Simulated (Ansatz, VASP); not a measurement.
Rh in VASP and in Ansatz

```xyz
2
Lattice="2.7401 0.0000 0.0000 -1.3700 2.3730 0.0000 0.0000 0.0000 4.4432" Properties=species:S:1:pos:R:3 pbc="T T T"
Rh    1.3700    0.7910    3.3324
Rh    0.0000    1.5820    1.1108
```

Alike in both runs: task single point; functional r2SCAN; k mesh 12 × 12 × 7; no spin polarisation.

|  | VASP | Ansatz |
| --- | --- | --- |
| version | VASP 6.6.1 | Ansatz 0.2.0 |
| potentials or method | VASP PAW PBE potentials, release 64 (Rh_pv), cutoff 520 eV | plane waves, PAW |
| occupations | methfessel-paxton of order 1, width 0.15 eV | cold, width 0.15 eV |
| valence electrons in the cell | 30 | 34 |

VASP gave:

| Item | Value |
| --- | --- |
| pressure (GPa) | -11.1 |
| traceless stress, the component that is largest in VASP (GPa) | -0.30 |

Problem. Estimate Ansatz's values.

Solution. Pressure (GPa): -12.0; traceless stress, the component that is largest in VASP (GPa): -0.50.

VASP's potentials were made for PBE, not for r2SCAN. VASP's potentials hold 30 valence electrons a cell and Ansatz's 34, so a difference there can come from the potentials and not from the codes.
